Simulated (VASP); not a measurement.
Write the native input for VASP 6.6.1 that does the following.

```
Task                   : single point
Functional             : PBE
Potentials or basis    : VASP PAW PBE potentials, release 64 (Ge_d, Cu)
Cutoff                 : 520 eV
k mesh                 : 2 × 2 × 2
Occupations            : fermi-dirac, width 0.05 eV
Spin                   : no spin polarisation
Dipole correction      : no
Further INCAR settings : LREAL = Auto; ALGO = Normal; EDIFF = 1e-07; NBANDS = 132
```

The structure of CuGe16 (a cell with a defect) lies in POSCAR:

```
CuGe16
1.0
    0.0000000000      5.6600000000      5.6600000000
    5.6600000000      0.0000000000      5.6600000000
    5.6600000000      5.6600000000      0.0000000000
Ge Cu
16 1
Direct
    0.1058038869     -0.0421643110      0.0059628975
    0.1433657244      0.1740724382      0.1340194346
   -0.0511837456      0.0603533569      0.5094699647
    0.0720494700      0.1982685512      0.6451060071
   -0.1052296820      0.5684098940     -0.0013250883
   -0.0081890459      0.6531183746      0.1712102473
   -0.1327385159      0.5781978799      0.5396113074
    0.1010335689      0.6879593640      0.5629063604
    0.5619699647      0.0439310954      0.0118286219
    0.7663515901      0.1114752650      0.2154681979
    0.4421554770      0.0424204947      0.5149469965
    0.5912014134      0.1918727915      0.6481448763
    0.3629858657      0.4190636042      0.1013074205
    0.5676678445      0.5406537102      0.1251766784
    0.4887720848      0.5490371025      0.4728356890
    0.4844876325      0.6596113074      0.7100353357
    0.4530212014      0.8935512367      0.9117314488
```

The input as run:

INCAR

```
SYSTEM = CuGe16
PREC = Accurate
ENCUT = 520
EDIFF = 1E-7
ISMEAR = -1
SIGMA = 0.05
LREAL = Auto
LASPH = .TRUE.
NELM = 80
ALGO = Normal
ISIF = 2
LWAVE = .FALSE.
LCHARG = .FALSE.
GGA = PE
NBANDS = 132
```

KPOINTS

```
Automatic mesh
0
G
  2 2 2
  0 0 0
```

Potentials or basis: VASP PAW PBE potentials, release 64 (Ge_d, Cu).

Launch:

```console
$ cat potpaw_PBE.64/Ge_d/POTCAR potpaw_PBE.64/Cu/POTCAR > POTCAR
$ mpirun -np 1 vasp_std > vasp.out
```

It gave:

```yaml
Pressure: 4.1 GPa
Largest_force: 2.464 eV/Å
Band_gap_on_the_k_mesh: zero (an odd number of electrons rules out a gap without spin polarisation)
```

Caveat: the k points lie up to 0.48 Å⁻¹ apart, too coarse for converged energies and pressures of a metal; the atoms stand as in a frame of molecular dynamics.

Run time: 30 min on 1 thread of Intel(R) Xeon(R) Platinum 8259CL CPU @ 2.50GHz (Skylake/Cascade Lake), with other jobs on the host, peak memory 0.61 GiB.
